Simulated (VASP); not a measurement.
Set up this calculation in VASP 6.6.1, as the native input.

| Property | Result |
| --- | --- |
| Task | single point |
| Functional | PBE0 |
| Potentials or basis | VASP PAW PBE potentials, release 64 (Pb_d) |
| Cutoff | 520 eV |
| k mesh | 6 × 6 × 6 |
| Occupations | fermi-dirac, width 0.05 eV |
| Spin | no spin polarisation |
| Dipole correction | no |
| Grid for exact exchange (PRECFOCK) | Normal |
| Further INCAR settings | ALGO = Normal; EDIFF = 1e-06; NBANDS = 13 |
| Share of exact exchange | 0.25 |

The system is Pb.

```
CELL_PARAMETERS angstrom
-1.95290 1.95290 1.95290
1.95290 -1.95290 1.95290
1.95290 1.95290 -1.95290
ATOMIC_POSITIONS crystal
Pb 0.00000 0.00000 0.00000
```

This isn't the form of Pb at room conditions, which is fcc.

The input as run:

POSCAR

```
Pb
1.0
   -1.9529041306      1.9529041306      1.9529041306
    1.9529041306     -1.9529041306      1.9529041306
    1.9529041306      1.9529041306     -1.9529041306
Pb
1
Direct
    0.0000000000      0.0000000000      0.0000000000
```

INCAR.step1

```
PREC = Accurate ; ENCUT = 520
EDIFF = 1E-5 ; ISMEAR = -1
SIGMA = 0.05 ; LREAL = F
LASPH = T ; NELM = 80
ALGO = Normal ; ISIF = 2
LWAVE = T ; GGA = PE
NBANDS = 13
```

INCAR.step2

```
PREC = Accurate ; ENCUT = 520
EDIFF = 1E-6 ; ISMEAR = -1
SIGMA = 0.05 ; LREAL = F
LASPH = T ; NELM = 80
ALGO = Normal ; ISIF = 2
LWAVE = F ; LCHARG = T
GGA = PE ; LHFCALC = T
AEXX = 0.25 ; PRECFOCK = Normal
LELF = T ; LVHAR = T
ISTART = 1 ; NBANDS = 13
```

KPOINTS

```
regular mesh
0
Gamma
  6 6 6
```

Potentials or basis: VASP PAW PBE potentials, release 64 (Pb_d).

Run with:

```bash
$ cat potpaw_PBE.64/Pb_d/POTCAR > POTCAR
$ cp INCAR.step1 INCAR
$ mpirun -np 1 vasp_std > vasp.out
$ cp INCAR.step2 INCAR
$ mpirun -np 1 vasp_std > vasp.out
```

It gave:

```json
{"Pressure": "1.0 GPa", "Band gap on the k mesh": "zero (bands 7 and 8 overlap by 11.78 eV)"}
```

Caveat: the k points lie up to 0.38 Å⁻¹ apart, too coarse for converged energies and pressures of a metal; the PAW data sets were made with another functional, which shifts forces and pressure a little; spin-orbit coupling is left out, which moves the levels of the heavy elements.

It took 13 min on 1 thread of Oxide Virtual Turin-like Processor (shared host), peak memory 0.14 GiB.
